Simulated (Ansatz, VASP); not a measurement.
# Cu in VASP and in Ansatz

The input INCAR:

```
PREC = Accurate
ENCUT = 520
EDIFF = 1E-6
ISMEAR = 0
SIGMA = 0.15
LREAL = False
LASPH = True
NELM = 80
ALGO = Fast
ISIF = 2
LWAVE = False
LCHARG = False
GGA = PS
NBANDS = 42
```

KPOINTS

```
Automatic mesh
0
Gamma
  24 24 2
```

File POSCAR:

```
Cu
1.0
    2.4947012523      0.0000000000      0.0000000000
   -1.2473506261      2.1604746593      0.0000000000
    0.0000000000      0.0000000000     22.6039021581
Cu
6
Direct
    0.0000000000      0.0000000000      0.3738265934
    0.6666666667      0.3333333333      0.2899969346
    0.3333333333      0.6666666667      0.4579262698
    0.0000000000      0.0000000000      0.6261734066
    0.6666666667      0.3333333333      0.5420737302
    0.3333333333      0.6666666667      0.7100030654
```

Input for Ansatz:

```yaml
crystal:
  lattice:
    - [2.4947012523, 0.0, 0.0]
    - [-1.2473506261, 2.1604746593, 0.0]
    - [0.0, 0.0, 22.6039021581]
  atoms:
    - { symbol: Cu, position: [0.0, 0.0, 0.3738265934] }
    - { symbol: Cu, position: [0.6666666667, 0.3333333333, 0.2899969346] }
    - { symbol: Cu, position: [0.3333333333, 0.6666666667, 0.4579262698] }
    - { symbol: Cu, position: [0.0, 0.0, 0.6261734066] }
    - { symbol: Cu, position: [0.6666666667, 0.3333333333, 0.5420737302] }
    - { symbol: Cu, position: [0.3333333333, 0.6666666667, 0.7100030654] }
basis:
  ecutwfc: 420
kpoints:
  mp_grid: { grid: [24, 24, 2] }
hamiltonian:
  xc: pbesol
scf:
  occupations: { method: gaussian, width: 0.15 }
output:
  forces: true
  stress: true
  eigenvalues: true
```

Change from the starting cell: strain +0.000 along x and y, -0.080 along z, atoms carried along.

Alike in both runs: task single point; functional PBEsol; k mesh 24 × 24 × 2; occupations gaussian, width 0.15 eV; no spin polarisation.

```csv
,VASP,Ansatz
version,VASP 6.6.1,Ansatz 0.2.0
potentials or method,"VASP PAW PBE potentials, release 64 (Cu), cutoff 520 eV","scalar-relativistic, plane waves, PAW"
valence electrons in the cell,66,114
```

Ansatz gave:

```
gap on the k mesh at the Fermi level (eV) : none
rms of the force components (eV/Å)        : 0.331
```

Task: What did VASP give for the same quantities?

Result: gap on the k mesh at the Fermi level (eV): none; rms of the force components (eV/Å): 0.340.

VASP's potentials were made for PBE, not for PBEsol. Atom by atom the forces differ by 0.009 eV/Å (rms over components). A gap of «none» marks a metal or a gap that the smearing closes. VASP's potentials hold 66 valence electrons a cell and Ansatz's 114, so a difference there can come from the potentials and not from the codes.
